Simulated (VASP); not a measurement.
# SrO in VASP: a series of runs

The runs below take SrO through single point, with PBEsol.

Everything below comes from runs of VASP 6.6.1. Logs are shortened: lines on timing, memory, paths and dates and some standing lists are left out, and cuts for length are marked.

## Step 1: The cell of the first run

It takes space group F-43m (No. 216, cubic). The conventional cell has a = 5.612 Å, b = 5.612 Å, c = 5.612 Å, α = 90.00°, β = 90.00°, γ = 90.00°. Within 3.2 Å of Sr (site symmetry -43m) lie 4 O at 2.43 Å. O (site symmetry -43m) has 4 Sr at 2.43 Å within 3.2 Å.

## Step 2: Single point, PBEsol (volume scaled by 1.040)

Input file INCAR:

```
SYSTEM = SrO
ALGO = Normal
EDIFF = 1E-6
ENCUT = 520
GGA = PS
ISIF = 2
ISMEAR = 0
LASPH = .True.
LCHARG = .False.
LREAL = .False.
LWAVE = .False.
NBANDS = 15
NELM = 100
PREC = Accurate
SIGMA = 0.05
```

Input file KPOINTS:

```
k-points
0
Gamma
  10 10 10
  0 0 0
```

Input file POSCAR:

```
SrO
1.0
    0.0000000000      2.8057699568      2.8057699568
    2.8057699568      0.0000000000      2.8057699568
    2.8057699568      2.8057699568      0.0000000000
Sr O
1 1
Direct
    0.0000000000      0.0000000000      0.0000000000
    0.2500000000      0.2500000000      0.2500000000
```

Potentials or basis: VASP PAW PBE potentials, release 64 (Sr_sv, O).

Started as:

```bash
$ cat potpaw_PBE.64/Sr_sv/POTCAR potpaw_PBE.64/O/POTCAR > POTCAR
$ mpirun -np 1 vasp_std > vasp.out
```

OUTCAR:

```text
SYSTEM = SrO
   EDIFF = 1E-6
   ENCUT = 520
   GGA = PS
   ISIF = 2
   ISMEAR = 0
   LASPH = .True.
   LREAL = .False.
   NELM = 100
   PREC = Accurate

 ion  position               nearest neighbor table
   1  0.000  0.000  0.000-   2 2.43   2 2.43   2 2.43   2 2.43
   2  0.250  0.250  0.250-   1 2.43   1 2.43   1 2.43   1 2.43

  LATTYP: Found a face centered cubic cell.
 ALAT       =     5.6115399136

  Lattice vectors:

 A1 = (   0.0000000000,   2.8057699568,   2.8057699568)
 A2 = (   2.8057699568,   0.0000000000,   2.8057699568)
 A3 = (   2.8057699568,   2.8057699568,   0.0000000000)

Analysis of symmetry for initial positions (statically):
=====================================================================
 Subroutine PRICEL returns:
 Original cell was already a primitive cell.

 Routine SETGRP: Setting up the symmetry group for a
 face centered cubic supercell.

 Subroutine GETGRP returns: Found 24 space group operations
 (whereof 24 operations were pure point group operations)
 out of a pool of 48 trial point group operations.

The static configuration has the point symmetry T_d .

Analysis of symmetry for dynamics (positions and initial velocities):
=====================================================================
 Subroutine PRICEL returns:
 Original cell was already a primitive cell.

 Routine SETGRP: Setting up the symmetry group for a
 face centered cubic supercell.

 Subroutine GETGRP returns: Found 24 space group operations
 (whereof 24 operations were pure point group operations)
 out of a pool of 48 trial point group operations.

The dynamic configuration has the point symmetry T_d .

 Subroutine INISYM returns: Found 24 space group operations
 (whereof 24 operations are pure point group operations),
 and found     1 'primitive' translations

----------------------------------------------------------------------------------------

                                     Primitive cell

  volume of cell :      44.1760

  direct lattice vectors                    reciprocal lattice vectors
     0.000000000  2.805769957  2.805769957    -0.178204203  0.178204203  0.178204203
     2.805769957  0.000000000  2.805769957     0.178204203 -0.178204203  0.178204203
     2.805769957  2.805769957  0.000000000     0.178204203  0.178204203 -0.178204203

  length of vectors
     3.967957926  3.967957926  3.967957926     0.308658734  0.308658734  0.308658734

  position of ions in fractional coordinates (direct lattice)
     0.000000000  0.000000000  0.000000000
     0.250000000  0.250000000  0.250000000

  ion indices of the primitive-cell ions
   primitive index   ion index
                 1           1
                 2           2

----------------------------------------------------------------------------------------

 KPOINTS: k-points

Automatic generation of k-mesh.
 Grid dimensions read from file:
 generate k-points for:   10   10   10

 Generating k-lattice:

  Cartesian coordinates                     Fractional coordinates (reciprocal lattice)
    -0.017820420  0.017820420  0.017820420     0.100000000  0.000000000  0.000000000
     0.017820420 -0.017820420  0.017820420     0.000000000  0.100000000  0.000000000
     0.017820420  0.017820420 -0.017820420     0.000000000  0.000000000  0.100000000

  Length of vectors
     0.030865873  0.030865873  0.030865873

  Shift w.r.t. Gamma in fractional coordinates (k-lattice)
     0.000000000  0.000000000  0.000000000

 Subroutine IBZKPT returns following result:
 ===========================================

 Found     47 irreducible k-points:

 Following reciprocal coordinates:
            Coordinates               Weight
  0.000000  0.000000  0.000000      1.000000
  0.100000  0.000000  0.000000      8.000000
  0.200000  0.000000  0.000000      8.000000
  0.300000  0.000000  0.000000      8.000000
  0.400000  0.000000  0.000000      8.000000
  0.500000  0.000000  0.000000      4.000000
[... 16 lines left out ...]
  0.300000  0.300000  0.000000      6.000000
  0.400000  0.300000  0.000000     24.000000
 [... further k-points ...]
   k-points           NKPTS =     47   k-points in BZ     NKDIM =     47   number of bands    NBANDS=     15
   number of dos      NEDOS =    301   number of ions     NIONS =      2
   total plane-waves  NPLWV =  27000
   dimension x,y,z NGX =    30 NGY =   30 NGZ =   30
   dimension x,y,z NGXF=    60 NGYF=   60 NGZF=   60
   ions per type =               1   1
   NGX,Y,Z   is equivalent  to a cutoff of  12.57, 12.57, 12.57 a.u.
   NGXF,Y,Z  is equivalent  to a cutoff of  25.14, 25.14, 25.14 a.u.
 SYSTEM =  SrO
   PREC   = accura    normal or accurate (medium, high low for compatibility)
   ISTART =      0    job   : 0-new  1-cont  2-samecut
   ICHARG =      2    charge: 1-file 2-atom 10-const
   ISPIN  =      1    spin polarized calculation?
   LNONCOLLINEAR =      F non collinear calculations
   LSORBIT =      F    spin-orbit coupling
   LASPH  =      T    aspherical Exc in radial PAW
   ENCUT  =  520.0 eV  38.22 Ry    6.18 a.u.   7.38  7.38  7.38*2*pi/ulx,y,z
   NELM   =    100;   NELMIN=  2; NELMDL= -5     # of ELM steps
   EDIFF  = 0.1E-05   stopping-criterion for ELM
   LREAL  =      F    real-space projection
   EDIFFG = 0.1E-04   stopping-criterion for IOM
   NSW    =      0    number of steps for IOM
   IBRION =     -1    ionic relax: 0-MD 1-quasi-New 2-CG
   NFREE  =      0    steps in history (QN), initial steepest desc. (CG)
   ISIF   =      2    stress and relaxation
   ISYM   =      2    0-nonsym 1-usesym 2-fastsym
   POTIM  = 0.5000    time-step for ionic-motion
   TEBEG  =    0.0;   TEEND  =   0.0 temperature during run
   PSTRESS=    0.0 pullay stress
   NELECT =      16.0000    total number of electrons
   NUPDOWN=      -1.0000    fix difference up-down
   EMIN   =  10.00;   EMAX   =-10.00  energy-range for DOS
   EFERMI =   0.00;   METHOD = LEGACY
   ISMEAR =     0;   SIGMA  =   0.05  broadening in eV -4-tet -1-fermi 0-gaus
   EFERMI_NEDOS =   21; number of points for ismear=-14 and -15
   IALGO  =     38    algorithm
   IMIX   =      4    mixing-type and parameters
     AMIX     =   0.40;   BMIX     =  1.00
     AMIX_MAG =   1.60;   BMIX_MAG =  1.00
  volume/ion in A,a.u.               =      22.09       149.06
  Fermi-wavevector in a.u.,A,eV,Ry     =   1.166951  2.205218 18.528081  1.361776
  Thomas-Fermi vector in A             =   2.303458
   LORBIT       =      0    0 simple, 1 ext, 2 COOP (PROOUT), +10 PAW based schemes
   GGA     = PS    functional components
   LHFCALC =     F    Hartree Fock is set to
   AEXX    =    0.0000 exact exchange contribution
   IVDW    =     0    specifies the selected vdW correction
   LEPSILON=     F    determine dielectric tensor
   LRPA    =     F    only Hartree local field effects (RPA)
 non-spin polarized calculation
 Gauss-broadening in eV      SIGMA  =   0.05
  energy-cutoff  :      520.00
  volume of cell :       44.18
 maximum number of plane-waves:      1243
 NGX is ok and might be reduce to    30
   NGX = 15   NGY = 15   NGZ = 15

 number of electron      16.0000003 magnetization

 Free energy of the ion-electron system (eV)
  ---------------------------------------------------
  ext. energy  EPLUGINS =         0.00000000
  ---------------------------------------------------
  free energy    TOTEN  =       -12.26392052 eV

  energy without entropy =      -12.26392052  energy(sigma->0) =      -12.26392052

 E-fermi :   0.2807     XC(G=0):  -8.7916

 val. band max:        0.0691649008   @ k =  -0.3000   0.5000   0.2000
 cond. band min:       2.4324900513   @ k =   0.0000   0.0000   0.0000
 fundamental gap:      2.3633251505
 Fermi energy:         0.2806700416

 k-point     1 :       0.0000    0.0000    0.0000
  band No.  band energies     occupation
      1     -32.0646      2.00000
      2     -14.5898      2.00000
      3     -13.9777      2.00000
      4     -13.9777      2.00000
      5     -13.9777      2.00000
      6      -0.7587      2.00000
      7      -0.7587      2.00000
      8      -0.7587      2.00000
      9       2.4325      0.00000
     10       8.0562      0.00000
     11       8.0562      0.00000
     12       9.3585      0.00000
     13       9.3585      0.00000
     14       9.3585      0.00000
     15      14.9546      0.00000

 k-point     2 :       0.1000    0.0000    0.0000
  band No.  band energies     occupation
      1     -32.0591      2.00000
      2     -14.8522      2.00000
      3     -13.9859      2.00000
      4     -13.9859      2.00000
      5     -13.7357      2.00000
      6      -0.8386      2.00000
      7      -0.7247      2.00000
      8      -0.7247      2.00000
      9       2.7761      0.00000
     10       7.8261      0.00000
     11       7.8261      0.00000
     12       9.1259      0.00000
     13       9.6295      0.00000
     14       9.6295      0.00000
     15      13.7968      0.00000

 k-point     3 :       0.2000    0.0000    0.0000
  band No.  band energies     occupation
      1     -32.0447      2.00000
      2     -15.2534      2.00000
      3     -14.0073      2.00000
      4     -14.0073      2.00000
      5     -13.3922      2.00000
      6      -0.9304      2.00000
      7      -0.6398      2.00000
      8      -0.6398      2.00000
      9       3.5753      0.00000
     10       7.5237      0.00000
     11       7.5237      0.00000
     12       8.6036      0.00000
     13      10.0015      0.00000
     14      10.0015      0.00000
     15      12.5529      0.00000
[... 343 lines left out ...]
 k-point    23 :       0.3000    0.3000    0.0000
  band No.  band energies     occupation
      1     -32.0144      2.00000
      2     -15.7418      2.00000
      3     -14.1225      2.00000
      4     -14.1225      2.00000
      5     -12.8846      2.00000
      6      -1.2978      2.00000
      7      -0.2468      2.00000
      8      -0.2468      2.00000
      9       4.8737      0.00000
     10       5.4835      0.00000
     11       8.9839      0.00000
     12       9.3456      0.00000
     13       9.9362      0.00000
     14       9.9362      0.00000
     15      14.1251      0.00000

 k-point    24 :       0.4000    0.3000    0.0000
  band No.  band energies     occupation
      1     -32.0029      2.00000
      2     -15.8853      2.00000
      3     -14.1759      2.00000
      4     -14.1471      2.00000
      5     -12.7469      2.00000
      6      -1.2596      2.00000
      7      -0.1568      2.00000
      8      -0.1455      2.00000
      9       4.8131      0.00000
     10       5.6645      0.00000
     11       8.9814      0.00000
     12       9.3569      0.00000
     13      10.0481      0.00000
     14      10.2272      0.00000
     15      13.1787      0.00000

 [... further k-points ...]

------------------------ aborting loop because EDIFF is reached ----------------------------------------

  FORCE on cell =-STRESS in cart. coord.  units (eV):
  Direction    XX          YY          ZZ          XY          YZ          ZX
  --------------------------------------------------------------------------------------
  -------------------------------------------------------------------------------------
  Total       -0.5319985     -0.5319985     -0.5319985      0.0000000      0.0000000      0.0000000
  in kB      -19.2945570    -19.2945570    -19.2945570      0.0000000      0.0000000      0.0000000
  external PRESSURE =     -19.2945570 kB  Pullay stress =       0.0000000 kB

 VOLUME and BASIS-vectors are now :
 -----------------------------------------------------------------------------
  energy-cutoff  :      520.00
  volume of cell :       44.18
      direct lattice vectors                 reciprocal lattice vectors
     0.000000000  2.805769957  2.805769957    -0.178204203  0.178204203  0.178204203
     2.805769957  0.000000000  2.805769957     0.178204203 -0.178204203  0.178204203
     2.805769957  2.805769957  0.000000000     0.178204203  0.178204203 -0.178204203

 POSITION                                       TOTAL-FORCE (eV/Angst)
 -----------------------------------------------------------------------------------
      0.00000      0.00000      0.00000         0.000000      0.000000      0.000000
      1.40288      1.40288      1.40288        -0.000000     -0.000000     -0.000000
 -----------------------------------------------------------------------------------
    total drift:                               -0.000000     -0.000000     -0.000000

  FREE ENERGIE OF THE ION-ELECTRON SYSTEM (eV)
  ---------------------------------------------------
  free  energy   TOTEN  =       -12.2639205191 eV

  energy  without entropy=      -12.2639205191  energy(sigma->0) =      -12.26392052
```

Run time: 40 s. Hardware: 1 thread of AMD EPYC 7R43 (Zen 3), shared host; peak memory 0.15 GiB.

What came out:

```
Free energy            : -12.2639 eV
Pressure               : -1.9 GPa
Band gap on the k mesh : 2.36 eV, indirect (least direct gap 3.19 eV)
```

Levels at points of the mesh, in eV from the valence-band top:
```tsv
k point	band 4	band 5	band 6	band 7	band 8	band 9	band 10	band 11	band 12	band 13
(0.00, 0.00, 0.00)	-14.05	-14.05	-0.83	-0.83	-0.83	2.36	7.99	7.99	9.29	9.29
(0.50, 0.00, 0.00)	-14.13	-13.00	-0.74	-0.52	-0.52	5.16	6.95	7.52	7.52	9.83
(0.50, 0.50, 0.00)	-14.27	-12.68	-1.42	-0.01	-0.01	4.45	5.64	9.57	9.87	9.87
```

Caveat: the PAW data sets were made with another functional, which shifts forces and pressure a little.

(Continued in part 2 of 2.)
